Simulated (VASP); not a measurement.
# SiO2 (I-42d) in VASP: further runs, part 2 of 2

VASP 6.6.1.

### 3 Electric field gradients, PBE (equal xx and yy strain of +2 %)

File INCAR:

```
ALGO = Normal
EDIFF = 1E-8
ENCUT = 520
GGA = PE
ISIF = 2
ISMEAR = -1
LASPH = True
LCHARG = False
LEFG = True
LREAL = False
LWAVE = False
NBANDS = 25
NELM = 100
PREC = Accurate
SIGMA = 0.03
```

File KPOINTS:

```
k-points
0
Gamma
  7 7 7
```

File POSCAR:

```
SiO2
1.0
   -2.4215310000      2.4215310000      3.7440000000
    2.4215310000     -2.4215310000      3.7440000000
    2.4215310000      2.4215310000     -3.7440000000
Si O
2 4
Direct
    0.0000000000      0.0000000000      0.0000000000
    0.7500000000      0.2500000000      0.5000000000
    0.9983800000      0.6250000000      0.8733800000
    0.3750000000      0.2483800000      0.3733800000
    0.7516200000      0.1250000000      0.1266200000
    0.8750000000      0.0016200000      0.6266200000
```

Potentials or basis: VASP PAW PBE potentials, release 64 (Si, O).

Started as:

```sh
$ cat potpaw_PBE.64/Si/POTCAR potpaw_PBE.64/O/POTCAR > POTCAR
$ mpirun -np 1 vasp_std > vasp.out
```

OUTCAR:

```text
EDIFF = 1E-8
   ENCUT = 520
   GGA = PE
   ISIF = 2
   ISMEAR = -1
   LASPH = True
   LREAL = False
   NELM = 100
   PREC = Accurate

 ion  position               nearest neighbor table
   1  0.000  0.000  0.000-   3 1.64   4 1.64   5 1.64   6 1.64   2 3.06   2 3.06   2 3.06   2 3.06

   2  0.750  0.250  0.500-   3 1.64   4 1.64   5 1.64   6 1.64   1 3.06   1 3.06   1 3.06   1 3.06

   3  0.998  0.625  0.873-   1 1.64   2 1.64
   4  0.375  0.248  0.373-   1 1.64   2 1.64
   5  0.752  0.125  0.127-   1 1.64   2 1.64
   6  0.875  0.002  0.627-   1 1.64   2 1.64

  LATTYP: Found a body centered tetragonal cell.
 ALAT       =     4.8430620000
 C/A-ratio  =     1.5461292876

  Lattice vectors:

 A1 = (  -2.4215310000,   2.4215310000,   3.7440000000)
 A2 = (   2.4215310000,  -2.4215310000,   3.7440000000)
 A3 = (   2.4215310000,   2.4215310000,  -3.7440000000)

Analysis of symmetry for initial positions (statically):
=====================================================================
 Subroutine PRICEL returns:
 Original cell was already a primitive cell.

 Routine SETGRP: Setting up the symmetry group for a
 body centered tetragonal supercell.

 Subroutine GETGRP returns: Found  8 space group operations
 (whereof  4 operations were pure point group operations)
 out of a pool of 16 trial point group operations.

The static configuration has the point symmetry S_4 .
 The point group associated with its full space group is D_2d.

Analysis of symmetry for dynamics (positions and initial velocities):
=====================================================================
 Subroutine PRICEL returns:
 Original cell was already a primitive cell.

 Routine SETGRP: Setting up the symmetry group for a
 body centered tetragonal supercell.

 Subroutine GETGRP returns: Found  8 space group operations
 (whereof  4 operations were pure point group operations)
 out of a pool of 16 trial point group operations.

The dynamic configuration has the point symmetry S_4 .
 The point group associated with its full space group is D_2d.

 Subroutine INISYM returns: Found  8 space group operations
 (whereof  4 operations are pure point group operations),
 and found     1 'primitive' translations

----------------------------------------------------------------------------------------

                                     Primitive cell

  volume of cell :      87.8165

  direct lattice vectors                    reciprocal lattice vectors
    -2.421531000  2.421531000  3.744000000     0.000000000  0.206480941  0.133547009
     2.421531000 -2.421531000  3.744000000     0.206480941  0.000000000  0.133547009
     2.421531000  2.421531000 -3.744000000     0.206480941  0.206480941  0.000000000

  length of vectors
     5.073968936  5.073968936  5.073968936     0.245904824  0.245904824  0.292008147

  position of ions in fractional coordinates (direct lattice)
     0.000000000  0.000000000  0.000000000
     0.750000000  0.250000000  0.500000000
     0.998380000  0.625000000  0.873380000
     0.375000000  0.248380000  0.373380000
[... 106 lines left out ...]
  Thomas-Fermi vector in A             =   2.305793
   LORBIT       =      0    0 simple, 1 ext, 2 COOP (PROOUT), +10 PAW based schemes
   GGA     = PE    functional components
   LHFCALC =     F    Hartree Fock is set to
   AEXX    =    0.0000 exact exchange contribution
   IVDW    =     0    specifies the selected vdW correction
   LEPSILON=     F    determine dielectric tensor
   LRPA    =     F    only Hartree local field effects (RPA)
 non-spin polarized calculation
  energy-cutoff  :      520.00
  volume of cell :       87.82
 maximum number of plane-waves:      2380
 NGX is ok and might be reduce to    40
   NGX = 19   NGY = 19   NGZ = 19

 number of electron      32.0000010 magnetization

 Free energy of the ion-electron system (eV)
  ---------------------------------------------------
  ext. energy  EPLUGINS =         0.00000000
  ---------------------------------------------------
  free energy    TOTEN  =       -47.41333577 eV

  energy without entropy =      -47.41333577  energy(sigma->0) =      -47.41333577

 E-fermi :   0.2984     XC(G=0):  -8.3896

 val. band max:       -0.3975998639   @ k =   0.0000   0.0000   0.0000
 cond. band min:       5.3918428429   @ k =   0.0000   0.0000   0.0000
 fundamental gap:      5.7894427068
 Fermi energy:         0.2983801372

 k-point     1 :       0.0000    0.0000    0.0000
  band No.  band energies     occupation
      1     -19.2850      2.00000
      2     -17.2813      2.00000
      3     -17.2813      2.00000
      4     -17.2480      2.00000
      5      -9.0660      2.00000
      6      -5.5561      2.00000
[... 661 lines left out ...]
     24      12.1879      0.00000
     25      12.5650      0.00000

 [... further k-points ...]

------------------------ aborting loop because EDIFF is reached ----------------------------------------

  FORCE on cell =-STRESS in cart. coord.  units (eV):
  Direction    XX          YY          ZZ          XY          YZ          ZX
  --------------------------------------------------------------------------------------
  -------------------------------------------------------------------------------------
  Total       -1.3145780     -1.3145780     -1.7924487      0.0000000      0.0000000      0.0000000
  in kB      -23.9839681    -23.9839681    -32.7025344      0.0000000      0.0000000      0.0000000
  external PRESSURE =     -26.8901569 kB  Pullay stress =       0.0000000 kB

 VOLUME and BASIS-vectors are now :
 -----------------------------------------------------------------------------
  energy-cutoff  :      520.00
  volume of cell :       87.82
      direct lattice vectors                 reciprocal lattice vectors
    -2.421531000  2.421531000  3.744000000     0.000000000  0.206480941  0.133547009
     2.421531000 -2.421531000  3.744000000     0.206480941  0.000000000  0.133547009
     2.421531000  2.421531000 -3.744000000     0.206480941  0.206480941  0.000000000

 POSITION                                       TOTAL-FORCE (eV/Angst)
 -----------------------------------------------------------------------------------
      0.00000      0.00000      0.00000        -0.000000      0.000000      0.000000
      0.00000      2.42153      1.87200        -0.000000      0.000000     -0.000000
      1.21077      3.01907      2.80800        -0.000000     -0.376473     -0.000000
      0.59754      1.21077      0.93600        -0.376473      0.000000     -0.000000
     -1.21077      1.82399      2.80800        -0.000000      0.376473      0.000000
     -0.59754      3.63230      0.93600         0.376473      0.000000      0.000000
 -----------------------------------------------------------------------------------
    total drift:                                0.000002      0.000002      0.000001

  FREE ENERGIE OF THE ION-ELECTRON SYSTEM (eV)
  ---------------------------------------------------
  free  energy   TOTEN  =       -47.4133357724 eV

  energy  without entropy=      -47.4133357724  energy(sigma->0) =      -47.41333577

 Electric field gradients (V/A^2)
---------------------------------------------------------------------
 ion       V_xx      V_yy      V_zz      V_xy      V_xz      V_yz
---------------------------------------------------------------------
   1       1.751     1.750    -3.501    -0.000    -0.000    -0.000
   2       1.750     1.751    -3.501    -0.000    -0.000    -0.000
   3      33.055   -30.330    -2.725     0.003    73.909     0.002
   4     -30.330    33.055    -2.725     0.003     0.002    73.909
   5      33.055   -30.330    -2.725     0.003   -73.904     0.002
   6     -30.330    33.055    -2.725     0.003     0.002   -73.904
---------------------------------------------------------------------

 Electric field gradients after diagonalization (V/A^2)
 (convention: |V_zz| > |V_xx| > |V_yy|)
----------------------------------------------------------------------
 ion       V_xx      V_yy      V_zz     asymmetry (V_yy - V_xx)/ V_zz
----------------------------------------------------------------------
   1       1.751     1.750    -3.501       0.000
   2       1.751     1.750    -3.501       0.000
   3     -60.878   -30.330    91.208       0.335
   4     -60.878   -30.330    91.208       0.335
   5     -60.873   -30.330    91.203       0.335
   6     -60.873   -30.330    91.203       0.335
----------------------------------------------------------------------

           NMR quadrupolar parameters

 Cq : quadrupolar parameter    Cq=e*Q*V_zz/h
 eta: asymmetry parameters     (V_yy - V_xx)/ V_zz
 Q  : nuclear electric quadrupole moment in mb (millibarn)
----------------------------------------------------------------------
 ion       Cq(MHz)       eta       Q (mb)
----------------------------------------------------------------------
   1      -0.008       0.000       1.000
   2      -0.008       0.000       1.000
   3       0.221       0.335       1.000
   4       0.221       0.335       1.000
   5       0.221       0.335       1.000
   6       0.221       0.335       1.000
----------------------------------------------------------------------
```

OSZICAR:

```text
N       E                     dE             d eps       ncg     rms          rms(c)
DAV:   1     0.171564452223E+03    0.17156E+03   -0.16096E+04  2000   0.114E+03
DAV:   2    -0.418203040680E+02   -0.21338E+03   -0.20469E+03  2688   0.270E+02
DAV:   3    -0.533759559767E+02   -0.11556E+02   -0.11510E+02  2690   0.648E+01
DAV:   4    -0.534879861554E+02   -0.11203E+00   -0.11197E+00  2439   0.733E+00
DAV:   5    -0.534893351006E+02   -0.13489E-02   -0.13487E-02  2636   0.792E-01    0.196E+01
DAV:   6    -0.473765995522E+02    0.61127E+01   -0.19523E+01  2392   0.280E+01    0.959E+00
DAV:   7    -0.474063008051E+02   -0.29701E-01   -0.63920E-01  2533   0.445E+00    0.345E+00
DAV:   8    -0.474052179182E+02    0.10829E-02   -0.29753E-02  2589   0.153E+00    0.133E+00
DAV:   9    -0.474122567787E+02   -0.70389E-02   -0.17976E-02  2384   0.104E+00    0.277E-01
DAV:  10    -0.474133659600E+02   -0.11092E-02   -0.18017E-03  2397   0.253E-01    0.790E-02
DAV:  11    -0.474133316530E+02    0.34307E-04   -0.44102E-04  2416   0.147E-01    0.165E-02
DAV:  12    -0.474133344471E+02   -0.27941E-05   -0.15105E-05  2518   0.257E-02    0.140E-02
DAV:  13    -0.474133356152E+02   -0.11681E-05   -0.50943E-06  2256   0.148E-02    0.268E-03
DAV:  14    -0.474133357742E+02   -0.15895E-06   -0.26421E-07  2565   0.355E-03    0.760E-04
DAV:  15    -0.474133357724E+02    0.17626E-08   -0.17206E-08  2032   0.917E-04
   1 F= -.47413336E+02 E0= -.47413336E+02  d E =-.787609E-11
```

stdout:

```text
POSCAR found type information on POSCAR SiO
 POSCAR found :  2 types and       6 ions
 scaLAPACK will be used
 LDA part: xc-table for (Slater+PW92), standard interpolation
 POSCAR, INCAR and KPOINTS ok, starting setup
 FFT: planning ... GRIDC
 FFT: planning ... GRID_SOFT
 FFT: planning ... GRID
 WAVECAR not read
 entering main loop
ion   1

ion   2

ion   3

ion   4

ion   5

ion   6
```

Wall time 92 s (1 thread of Intel Xeon Platinum 8259CL at 2.50GHz (Skylake/Cascade Lake), shared host); peak memory 0.26 GiB.

Results:

| Item | Value |
| --- | --- |
| Free energy | -47.4133 eV |
| Pressure | -2.7 GPa |
| Largest force | 0.376 eV/Å |
| Band gap on the k mesh | 5.79 eV |
| Largest electric field gradient by atom | Si -3.5; O +91.2 V/Å² |

Forces in eV/Å, atoms in the order of the input:
```
Si   0.000  0.000  0.000
Si   0.000  0.000  0.000
O    0.000 -0.376  0.000
O   -0.376  0.000  0.000
O    0.000  0.376  0.000
O    0.376  0.000  0.000
```

Stress tensor (GPa, compression positive):
```
-2.40  0.00  0.00
 0.00 -2.40  0.00
 0.00  0.00 -3.27
```

Electric field gradients, principal values (V/Å²):
```csv
atom,least,middle,greatest (by size)
1 Si,1.750,1.751,-3.501
2 Si,1.750,1.751,-3.501
3 O,-30.330,-60.878,91.208
4 O,-30.330,-60.878,91.208
5 O,-30.330,-60.873,91.203
6 O,-30.330,-60.873,91.203
```

Caveat: the cell differs from its parent crystal (equal xx and yy strain of +2 %); without QUAD_EFG the Cq values of the log hold for a quadrupole moment of 1 mb, not for the nuclei; an odd mesh through Γ misses points on the zone boundary, where band edges can lie.
